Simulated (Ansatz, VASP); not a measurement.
One calculation of ZnSe, two programs

```
Zn Se
1.0
     0.00000    2.83301    2.83301
     2.83301    0.00000    2.83301
     2.83301    2.83301    0.00000
Zn Se
1 1
Cartesian
  0.0000 0.0000 0.0000
  1.4165 1.4165 1.4165
```

Alike in both runs: task single point; functional r2SCAN; k mesh 6 × 6 × 6; occupations gaussian, width 0.05 eV; no spin polarisation.

|  | VASP | Ansatz |
| --- | --- | --- |
| version | VASP 6.6.1 | Ansatz 0.2.0 |
| potentials or method | VASP PAW PBE potentials, release 64 (Zn, Se), cutoff 550 eV | scalar-relativistic, plane waves, PAW |
| valence electrons in the cell | 18 | 28 |

|  | VASP | Ansatz | Ansatz less VASP |
| --- | --- | --- | --- |
| gap on the k mesh at the Fermi level (eV) | 1.87 | 1.87 | -0.004 |
| least direct gap on the mesh (eV) | 1.87 | 1.87 | -0.004 |
| pressure (GPa) | 0.1 | 0.0 | -0.09 |

VASP's potentials were made for PBE, not for r2SCAN. The functional is the same, so the differences come from potentials, cutoffs and numerics. VASP's potentials hold 18 valence electrons a cell and Ansatz's 28, so a difference there can come from the potentials and not from the codes.
